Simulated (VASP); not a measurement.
Here is a VASP 6.6.1 calculation.

POSCAR

```
Cr
1.0
    0.0000000000      2.7640998899      2.7640998899
    2.7640998899      0.0000000000      2.7640998899
    2.7640998899      2.7640998899      0.0000000000
Cr
2
Direct
    0.1250000000      0.1250000000      0.1250000000
    0.8750000000      0.8750000000      0.8750000000
```

File INCAR.step1:

```
PREC = Accurate
ENCUT = 520
ISMEAR = -1
SIGMA = 0.05
LREAL = False
LASPH = True
NELM = 150
ISPIN = 2
MAGMOM = 3.4 -3.4
LMAXMIX = 4
NBANDS = 23
GGA = PE
ALGO = Normal
EDIFF = 1E-4
LWAVE = True
LCHARG = False
```

INCAR.step2

```
PREC = Accurate
ENCUT = 520
EDIFF = 1E-6
ISMEAR = -1
SIGMA = 0.05
LREAL = False
LASPH = True
NELM = 150
ALGO = Normal
ISIF = 2
LWAVE = False
LCHARG = False
ISPIN = 2
MAGMOM = 3.4 -3.4
LORBIT = 11
LMAXMIX = 4
METAGGA = R2SCAN
LMIXTAU = True
NBANDS = 23
ISTART = 1
```

The input KPOINTS:

```
regular mesh
0
Gamma
  11 11 11
```

Potentials or basis: VASP PAW PBE potentials, release 64 (Cr_pv).

Run with:

```console
$ cat potpaw_PBE.64/Cr_pv/POTCAR > POTCAR
$ cp INCAR.step1 INCAR
$ mpirun -np 1 vasp_std > vasp.out
$ cp INCAR.step2 INCAR
$ mpirun -np 1 vasp_std > vasp.out
```

Problem. Predict the band gap on the k mesh.

Solution. Zero (filled and empty bands overlap).

Problem. What does it give for the site moments?

Solution. Cr +3.50, -3.50 μB.

Problem. What does it give for the pressure?

Solution. 2.5 GPa.

Problem. What does it give for the net moment?

Solution. 0.00 μB per cell.

Caveat: an empty level that is flat over the whole mesh can mark a ghost state of the potentials, or a narrow d or f band; the antiferromagnetic order is the one typed at the start, and another may lie lower; the PAW data sets were made with another functional, which shifts forces and pressure a little.
